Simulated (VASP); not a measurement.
Set up this calculation in VASP 6.6.1, as the native input.

```yaml
Task: single point
Functional: PBE
Potentials_or_basis: VASP PAW PBE potentials, release 64 (Ce)
Cutoff: 520 eV
k_mesh: 10 × 10 × 10
Occupations: fermi-dirac, width 0.05 eV
Spin: collinear spin, ferromagnetic start
Starting_moments: "[1.0] μB"
Dipole_correction: no
Further_INCAR_settings: ALGO = Normal; EDIFF = 1e-06; NBANDS = 16
```

The structure of Ce lies in POSCAR:

```
Ce
1.0
   -1.9432985503      1.9432985503      1.9432985503
    1.9432985503     -1.9432985503      1.9432985503
    1.9432985503      1.9432985503     -1.9432985503
Ce
1
Direct
    0.0000000000      0.0000000000      0.0000000000
```

These files were run (other wordings do the same):

INCAR

```
SYSTEM = Ce
PREC     = Accurate       ! precision mode
ENCUT    = 520            ! plane-wave cutoff, eV
EDIFF    = 1E-6           ! SCF threshold, eV
ISMEAR   = -1             ! smearing method
SIGMA    = 0.05           ! smearing width, eV
LREAL    = .False.        ! projectors in reciprocal space
LASPH    = .True.         ! aspherical terms in the spheres
NELM     = 150            ! most SCF steps
ALGO     = Normal         ! electronic algorithm
ISIF     = 2              ! what is computed and relaxed
LWAVE    = .False.        ! write WAVECAR
LCHARG   = .True.         ! write CHGCAR
ISPIN    = 2              ! spin polarisation
MAGMOM   = 1              ! initial moments
LORBIT   = 11             ! projections on sites
LMAXMIX  = 6              ! l up to which the mixer works
GGA      = PE             ! functional
LELF     = .True.         ! ELF
LVHAR    = .True.       
NBANDS   = 16             ! bands
```

KPOINTS

```
Automatic mesh
0
Gamma
  10 10 10
  0 0 0
```

Potentials or basis: VASP PAW PBE potentials, release 64 (Ce).

Run with:

```bash
$ cat potpaw_PBE.64/Ce/POTCAR > POTCAR
$ mpirun -np 1 vasp_std > vasp.out
```

It gave:

The pressure is -0.8 GPa, the net moment is 1.00 μB per cell and the site moments are Ce +0.79 μB. The valence electrons inside the program's atomic spheres are Ce 9.81.

Caveat: the magnetic or orbital state may not be the lowest.

It took 90 s on 1 thread of AMD EPYC 7R43 64-Core Processor (Zen 3), with other jobs on the host, peak memory 0.16 GiB.
